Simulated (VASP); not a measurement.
Crystal: Be.

```
CELL_PARAMETERS angstrom
-1.77135 1.77135 1.94195
1.77135 -1.77135 1.94195
1.77135 1.77135 -1.94195
ATOMIC_POSITIONS crystal
Be 0.00000 0.00000 0.00000
Be 0.50000 0.00000 0.50000
Be 0.00000 0.50000 0.50000
```

* Program: VASP 6.6.1
* Task: relaxation of cell and atoms
* Functional: PBE
* Potentials or basis: VASP PAW PBE potentials, release 64 (Be)
* Cutoff: 600 eV
* k mesh: 6 × 6 × 6
* Occupations: gaussian, width 0.1 eV
* Spin: no spin polarisation

At the start: pressure 32.5 GPa; volume 8.12 Å³/atom.

**Question.** Where does the relaxation end?

**Answer.** Over 5 steps the energy falls by 281.1 meV/atom and the volume is 10.62 Å³/atom (+30.7 %); space group Im-3m (No. 229, to 0.05 Å).

Step by step:
```tsv
step	energy change (eV)	largest force (eV/Å)	pressure (GPa)	volume (Å³)
1	0.0000	0.0000	32.45	24.37
2	-0.7997	0.0000	3.72	30.49
3	-0.8008	0.0000	4.39	30.21
4	-0.8431	0.0000	0.48	31.70
5	-0.8434	0.0000	0.14	31.85
```

Final structure:
```
CELL_PARAMETERS angstrom
-1.99592 1.99592 1.99884
1.99592 -1.99592 1.99884
1.99592 1.99592 -1.99884
ATOMIC_POSITIONS crystal
Be 0.00000 0.00000 0.00000
Be 0.50000 0.00000 0.50000
Be 0.00000 0.50000 0.50000
```

Caveat: the k points lie up to 0.37 Å⁻¹ apart in the final cell; the volume moved by over 15 % at a fixed basis, so the end points are rough.
